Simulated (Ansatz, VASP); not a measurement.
**One calculation of ZnO, two programs**

INCAR

```
SYSTEM = ZnO
PREC     = Accurate       ! precision mode
ENCUT    = 520            ! plane-wave cutoff, eV
EDIFF    = 1E-6           ! SCF threshold, eV
ISMEAR   = -1             ! smearing method
SIGMA    = 0.02           ! smearing width, eV
LREAL    = .False.        ! projectors in reciprocal space
LASPH    = .True.         ! aspherical terms in the spheres
NELM     = 80             ! most SCF steps
ALGO     = Normal         ! electronic algorithm
ISIF     = 2              ! what is computed and relaxed
LWAVE    = .False.        ! write WAVECAR
LCHARG   = .True.         ! write CHGCAR
GGA      = PE             ! functional
LELF     = .True.         ! ELF
LVHAR    = .True.       
NBANDS   = 46             ! bands
```

Contents of KPOINTS:

```
regular mesh
0
Gamma
  12 12 4
  0 0 0
```

POSCAR

```
ZnO
1.0
    3.2264991458      0.0000000000      0.0000000000
   -1.6132495729      2.7942302255      0.0000000000
    0.0000000000      0.0000000000     10.4726021224
Zn O
4 4
Direct
    0.0000000000      0.0000000000     -0.0006159388
    0.3333333333      0.6666666667      0.2495637837
    0.0000000000      0.0000000000      0.4993840612
    0.6666666667      0.3333333333      0.7495637837
    0.0000000000      0.0000000000      0.1881525690
    0.3333333333      0.6666666667      0.4378995862
    0.0000000000      0.0000000000      0.6881525690
    0.6666666667      0.3333333333      0.9378995862
```

Input for Ansatz:

```yaml
crystal:
  lattice:
    - [3.2264991458, 0.0, 0.0]
    - [-1.6132495729, 2.7942302255, 0.0]
    - [0.0, 0.0, 10.4726021224]
  atoms:
    - { symbol: Zn, position: [0.0, 0.0, -0.0006159388] }
    - { symbol: Zn, position: [0.3333333333, 0.6666666667, 0.2495637837] }
    - { symbol: Zn, position: [0.0, 0.0, 0.4993840612] }
    - { symbol: Zn, position: [0.6666666667, 0.3333333333, 0.7495637837] }
    - { symbol: O, position: [0.0, 0.0, 0.188152569] }
    - { symbol: O, position: [0.3333333333, 0.6666666667, 0.4378995862] }
    - { symbol: O, position: [0.0, 0.0, 0.688152569] }
    - { symbol: O, position: [0.6666666667, 0.3333333333, 0.9378995862] }
kpoints:
  mp_grid: { grid: [12, 12, 4] }
  band_path:
    path:
      - [[0.0, 0.0, 0.0], [0.5, 4.972846510082e-17, 2.511282582651e-34], [0.3333333333333, 0.3333333333333, 5.022660551903e-34], [0.0, 0.0, 0.0], [5.353090625924e-57, -6.184979317469e-52, 0.5], [0.5, 4.972846510082e-17, 0.5], [0.3333333333333, 0.3333333333333, 0.5], [5.353090625924e-57, -6.184979317469e-52, 0.5]]
      - [[0.5, 4.972846510082e-17, 0.5], [0.5, 4.972846510082e-17, 2.511282582651e-34]]
      - [[0.3333333333333, 0.3333333333333, 0.5], [0.3333333333333, 0.3333333333333, 5.022660551903e-34]]
    npoints: 10
hamiltonian:
  xc: pbe
scf:
  occupations: { method: fermi_dirac, width: 0.02 }
  n_extra_bands: 6
output:
  forces: true
  stress: true
  eigenvalues: true
  write_density: true
  write_potential: true
  elf: true
  volumetric_format: npy
```

Alike in both runs: task single point; functional PBE; k mesh 12 × 12 × 4; occupations fermi-dirac, width 0.02 eV; no spin polarisation.

```csv
,VASP,Ansatz
version,VASP 6.6.1,Ansatz 0.2.0
potentials or method,"VASP PAW PBE potentials, release 64 (Zn, O)","plane waves, PAW"
plane-wave cutoff (eV),520,420
valence electrons in the cell,72,72
```

|  | VASP | Ansatz | Ansatz less VASP |
| --- | --- | --- | --- |
| gap on the k mesh at the Fermi level (eV) | 0.74 | 0.75 | +0.014 |
| pressure (GPa) | 7.1 | 6.1 | -1.07 |
| rms of the force components (eV/Å) | 0.003 | 0.003 | -0.0008 |

Atom by atom the forces differ by 0.001 eV/Å (rms over components). The functional is the same, so the differences come from potentials, cutoffs and numerics.
